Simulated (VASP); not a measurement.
# TaN (Fm-3m) in VASP: further runs

Aim: see how the results for TaN move with the level of theory and the settings. Levels: PBEsol+D4, PBE. Tasks: relaxation of cell and atoms, single point.

Everything below comes from runs of VASP 6.6.1. Logs are shortened: lines on timing, memory, paths and dates and some standing lists are left out, and cuts for length are marked.

## (1) The cell of the first run

Symmetry: Fm-3m, No. 225, cubic system. Conventional cell: a = 4.423 Å, b = 4.423 Å, c = 4.423 Å, α = 90.00°, β = 90.00°, γ = 90.00°. Ta (site symmetry m-3m) has 6 N at 2.21 Å within 2.9 Å. N (site symmetry m-3m) has 6 Ta at 2.21 Å within 2.9 Å.

## (2) Relaxation of cell and atoms, PBEsol+D4

INCAR

```
PREC = Accurate
ENCUT = 600
EDIFF = 1E-6
ISMEAR = -1
SIGMA = 0.05
LREAL = F
LASPH = T
NELM = 80
ALGO = Normal
ISIF = 3
LWAVE = F
LCHARG = F
GGA = PS
IVDW = 13
IBRION = 2
NSW = 80
EDIFFG = -0.02
```

KPOINTS

```
regular mesh
0
Gamma
  10 10 10
```

POSCAR

```
TaN
1.0
    0.0000000000      2.2113230000      2.2113230000
    2.2113230000      0.0000000000      2.2113230000
    2.2113230000      2.2113230000      0.0000000000
Ta N
1 1
Direct
    0.5000000000      0.5000000000      0.5000000000
    0.0000000000      0.0000000000      0.0000000000
```

Potentials or basis: VASP PAW PBE potentials, release 64 (Ta_pv, N).

The run is started by

```sh
> cat potpaw_PBE.64/Ta_pv/POTCAR potpaw_PBE.64/N/POTCAR > POTCAR
> mpirun -np 1 vasp_std > vasp.out
```

OUTCAR:

```text
PREC = Accurate
   ENCUT = 600
   EDIFF = 1E-6
   ISMEAR = -1
   LREAL = F
   LASPH = T
   NELM = 80
   ISIF = 3
   GGA = PS
   IVDW = 13
   IBRION = 2
   NSW = 80
   EDIFFG = -0.02

 ion  position               nearest neighbor table
   1  0.500  0.500  0.500-   2 2.21   2 2.21   2 2.21   2 2.21   2 2.21   2 2.21
   2  0.000  0.000  0.000-   1 2.21   1 2.21   1 2.21   1 2.21   1 2.21   1 2.21

  LATTYP: Found a face centered cubic cell.
 ALAT       =     4.4226460000

  Lattice vectors:

 A1 = (   0.0000000000,   2.2113230000,   2.2113230000)
 A2 = (   2.2113230000,   0.0000000000,   2.2113230000)
 A3 = (   2.2113230000,   2.2113230000,   0.0000000000)

Analysis of symmetry for initial positions (statically):
=====================================================================
 Subroutine PRICEL returns:
 Original cell was already a primitive cell.

 Routine SETGRP: Setting up the symmetry group for a
 face centered cubic supercell.

 Subroutine GETGRP returns: Found 48 space group operations
 (whereof 48 operations were pure point group operations)
 out of a pool of 48 trial point group operations.

The static configuration has the point symmetry O_h .

Analysis of symmetry for dynamics (positions and initial velocities):
=====================================================================
 Subroutine PRICEL returns:
 Original cell was already a primitive cell.

 Routine SETGRP: Setting up the symmetry group for a
 face centered cubic supercell.

 Subroutine GETGRP returns: Found 48 space group operations
 (whereof 48 operations were pure point group operations)
 out of a pool of 48 trial point group operations.

The dynamic configuration has the point symmetry O_h .

 Subroutine INISYM returns: Found 48 space group operations
 (whereof 48 operations are pure point group operations),
 and found     1 'primitive' translations

----------------------------------------------------------------------------------------

                                     Primitive cell

  volume of cell :      21.6265

  direct lattice vectors                    reciprocal lattice vectors
     0.000000000  2.211323000  2.211323000    -0.226108985  0.226108985  0.226108985
     2.211323000  0.000000000  2.211323000     0.226108985 -0.226108985  0.226108985
     2.211323000  2.211323000  0.000000000     0.226108985  0.226108985 -0.226108985

  length of vectors
     3.127282977  3.127282977  3.127282977     0.391632251  0.391632251  0.391632251

  position of ions in fractional coordinates (direct lattice)
     0.500000000  0.500000000  0.500000000
     0.000000000  0.000000000  0.000000000

  ion indices of the primitive-cell ions
   primitive index   ion index
                 1           1
                 2           2

----------------------------------------------------------------------------------------

 KPOINTS: regular mesh

Automatic generation of k-mesh.
 Grid dimensions read from file:
 generate k-points for:   10   10   10

 Generating k-lattice:

  Cartesian coordinates                     Fractional coordinates (reciprocal lattice)
    -0.022610899  0.022610899  0.022610899     0.100000000  0.000000000  0.000000000
     0.022610899 -0.022610899  0.022610899     0.000000000  0.100000000  0.000000000
     0.022610899  0.022610899 -0.022610899     0.000000000  0.000000000  0.100000000

  Length of vectors
     0.039163225  0.039163225  0.039163225

  Shift w.r.t. Gamma in fractional coordinates (k-lattice)
     0.000000000  0.000000000  0.000000000

 Subroutine IBZKPT returns following result:
 ===========================================

 Found     47 irreducible k-points:

 Following reciprocal coordinates:
            Coordinates               Weight
  0.000000  0.000000  0.000000      1.000000
  0.100000  0.000000  0.000000      8.000000
  0.200000  0.000000  0.000000      8.000000
  0.300000  0.000000  0.000000      8.000000
  0.400000  0.000000  0.000000      8.000000
  0.500000  0.000000  0.000000      4.000000
[... 16 lines left out ...]
  0.300000  0.300000  0.000000      6.000000
  0.400000  0.300000  0.000000     24.000000
 [... further k-points ...]
   k-points           NKPTS =     47   k-points in BZ     NKDIM =     47   number of bands    NBANDS=     12
   number of dos      NEDOS =    301   number of ions     NIONS =      2
   total plane-waves  NPLWV =  21952
   dimension x,y,z NGX =    28 NGY =   28 NGZ =   28
   dimension x,y,z NGXF=    56 NGYF=   56 NGZF=   56
   ions per type =               1   1
   NGX,Y,Z   is equivalent  to a cutoff of  14.88, 14.88, 14.88 a.u.
   NGXF,Y,Z  is equivalent  to a cutoff of  29.77, 29.77, 29.77 a.u.
 SYSTEM =  unknown system
   PREC   = accura    normal or accurate (medium, high low for compatibility)
   ISTART =      0    job   : 0-new  1-cont  2-samecut
   ICHARG =      2    charge: 1-file 2-atom 10-const
   ISPIN  =      1    spin polarized calculation?
   LNONCOLLINEAR =      F non collinear calculations
   LSORBIT =      F    spin-orbit coupling
   LASPH  =      T    aspherical Exc in radial PAW
   ENCUT  =  600.0 eV  44.10 Ry    6.64 a.u.   6.25  6.25  6.25*2*pi/ulx,y,z
   NELM   =     80;   NELMIN=  2; NELMDL= -5     # of ELM steps
   EDIFF  = 0.1E-05   stopping-criterion for ELM
   LREAL  =      F    real-space projection
   EDIFFG = -.2E-01   stopping-criterion for IOM
   NSW    =     80    number of steps for IOM
   IBRION =      2    ionic relax: 0-MD 1-quasi-New 2-CG
   NFREE  =      1    steps in history (QN), initial steepest desc. (CG)
   ISIF   =      3    stress and relaxation
   ISYM   =      2    0-nonsym 1-usesym 2-fastsym
   POTIM  = 0.5000    time-step for ionic-motion
   TEBEG  =    0.0;   TEEND  =   0.0 temperature during run
   PSTRESS=    0.0 pullay stress
   NELECT =      16.0000    total number of electrons
   NUPDOWN=      -1.0000    fix difference up-down
   EMIN   =  10.00;   EMAX   =-10.00  energy-range for DOS
   EFERMI =   0.00;   METHOD = LEGACY
   ISMEAR =    -1;   SIGMA  =   0.05  broadening in eV -4-tet -1-fermi 0-gaus
   EFERMI_NEDOS =   21; number of points for ismear=-14 and -15
   IALGO  =     38    algorithm
   IMIX   =      4    mixing-type and parameters
     AMIX     =   0.40;   BMIX     =  1.00
     AMIX_MAG =   1.60;   BMIX_MAG =  1.00
  volume/ion in A,a.u.               =      10.81        72.97
  Fermi-wavevector in a.u.,A,eV,Ry     =   1.480651  2.798024 29.828417  2.192327
  Thomas-Fermi vector in A             =   2.594659
   LORBIT       =      0    0 simple, 1 ext, 2 COOP (PROOUT), +10 PAW based schemes
   GGA     = PS    functional components
   LHFCALC =     F    Hartree Fock is set to
   AEXX    =    0.0000 exact exchange contribution
   IVDW    =    13    specifies the selected vdW correction
   LEPSILON=     F    determine dielectric tensor
   LRPA    =     F    only Hartree local field effects (RPA)
 conjugate gradient relaxation of ions
 non-spin polarized calculation
  energy-cutoff  :      600.00
  volume of cell :       21.63
 maximum number of plane-waves:       740
 NGX is ok and might be reduce to    28
   NGX = 13   NGY = 13   NGZ = 13

--------------------------------------- Ionic step        1  -------------------------------------------

 number of electron      15.9999999 magnetization

 Free energy of the ion-electron system (eV)
  ---------------------------------------------------
  ext. energy  EPLUGINS =         0.00000000
  ---------------------------------------------------
  free energy    TOTEN  =       -23.21029464 eV

  energy without entropy =      -23.20411891  energy(sigma->0) =      -23.20720678

------------------------ aborting loop because EDIFF is reached ----------------------------------------

  DFT-D4 for vdW energy calculation

  Edisp (eV):   -0.35970

  FORCE on cell =-STRESS in cart. coord.  units (eV):
  Direction    XX          YY          ZZ          XY          YZ          ZX
  --------------------------------------------------------------------------------------
  -------------------------------------------------------------------------------------
  Total      -1.72562    -1.72562    -1.72562    -0.00000    -0.00000     0.00000
  in kB    -127.84082  -127.84082  -127.84082    -0.00000    -0.00000     0.00000
  external pressure =     -127.84 kB  Pullay stress =        0.00 kB
[... 21 lines left out ...]
  energy  without entropy=      -23.5638151254  energy(sigma->0) =      -23.56690299

--------------------------------------- Ionic step        2  -------------------------------------------

 number of electron      16.0000000 magnetization

 E-fermi :  10.6924     XC(G=0): -14.2086

 val. band max:       10.5813532513   @ k =  -0.2000   0.2000   0.0000
 cond. band min:      10.7138686594   @ k =   0.0000   0.0000   0.0000
 fundamental gap:      0.1325154081
 Fermi energy:        10.6924155190

 k-point     1 :       0.0000    0.0000    0.0000
  band No.  band energies     occupation
      1     -24.8291      2.00000
      2     -24.8291      2.00000
      3     -24.8291      2.00000
      4      -9.0502      2.00000
      5       6.5767      2.00000
      6       6.5767      2.00000
      7       6.5767      2.00000
      8       8.2018      2.00000
      9       8.2018      2.00000
     10       8.2018      2.00000
     11      10.7139      0.78870
     12      10.7139      0.78870
[... 422 lines left out ...]
  energy  without entropy=      -23.5976327911  energy(sigma->0) =      -23.60056915

--------------------------------------- Ionic step        4  -------------------------------------------

 number of electron      16.0000001 magnetization

 Free energy of the ion-electron system (eV)
  ---------------------------------------------------
  ext. energy  EPLUGINS =         0.00000000
  ---------------------------------------------------
  free energy    TOTEN  =       -23.22917858 eV

  energy without entropy =      -23.22331218  energy(sigma->0) =      -23.22624538

 E-fermi :   9.6425     XC(G=0): -13.7065

 val. band max:        9.6421876880   @ k =   0.0000   0.0000   0.0000
 cond. band min:       9.6819836603   @ k =  -0.3000   0.3000   0.1000
 fundamental gap:      0.0397959723
 Fermi energy:         9.6424815095

 k-point     1 :       0.0000    0.0000    0.0000
  band No.  band energies     occupation
      1     -26.0594      2.00000
      2     -26.0594      2.00000
      3     -26.0594      2.00000
      4      -9.3576      2.00000
      5       5.7743      2.00000
      6       5.7743      2.00000
      7       5.7743      2.00000
      8       7.4235      2.00000
      9       7.4235      2.00000
     10       7.4235      2.00000
     11       9.6422      1.00294
     12       9.6422      1.00294
[... 378 lines left out ...]
  FREE ENERGIE OF THE ION-ELECTRON SYSTEM (eV)
  ---------------------------------------------------
  free  energy   TOTEN  =       -23.6035306632 eV

  energy  without entropy=      -23.5976642635  energy(sigma->0) =      -23.60059746

 reached required accuracy - stopping structural energy minimisation
```

Run time: 34 s. Hardware: 1 thread of Intel Xeon Platinum 8488C (Sapphire Rapids), shared host; peak memory 0.18 GiB.

Results:

```
Free energy                            : -23.6035 eV
Relaxed volume                         : 10.41 Å³/atom
Relaxed cell                           : a = 3.088 Å, b = 3.088 Å, c = 3.088 Å, α = 60.00°, β = 60.00°, γ = 60.00°
Space group after relaxing (to 0.05 Å) : Fm-3m (No. 225)
Energy gained by relaxing              : 16.8 meV/atom
Ionic steps                            : 4
Pressure after relaxing                : -0.1 GPa
Dispersion energy per atom             : -0.187 eV
```

The path:
```tsv
step	energy change (eV)	largest force (eV/Å)	pressure (GPa)	volume (Å³)
1	0.0000	0.0000	-12.78	21.63
2	0.1692	0.0000	39.79	19.04
3	-0.0335	0.0000	-0.37	20.84
4	-0.0335	0.0000	-0.07	20.82
```

Final structure:
```cif
data_structure
_symmetry_space_group_name_H-M 'P 1'
_symmetry_Int_Tables_number 1
_cell_length_a 3.0879
_cell_length_b 3.0879
_cell_length_c 3.0879
_cell_angle_alpha 60.000
_cell_angle_beta 60.000
_cell_angle_gamma 60.000
_cell_volume 20.82
loop_
_atom_site_label
_atom_site_type_symbol
_atom_site_fract_x
_atom_site_fract_y
_atom_site_fract_z
_atom_site_occupancy
Ta1 Ta 0.50000 0.50000 0.50000 1
N1 N 0.00000 0.00000 0.00000 1
```

Caveat: the bands computed are all filled at some k points, so no gap is given; the PAW data sets were made with another functional, which shifts forces and pressure a little; spin-orbit coupling is left out, which moves the levels of the heavy elements.

[end of part 1 of 2]
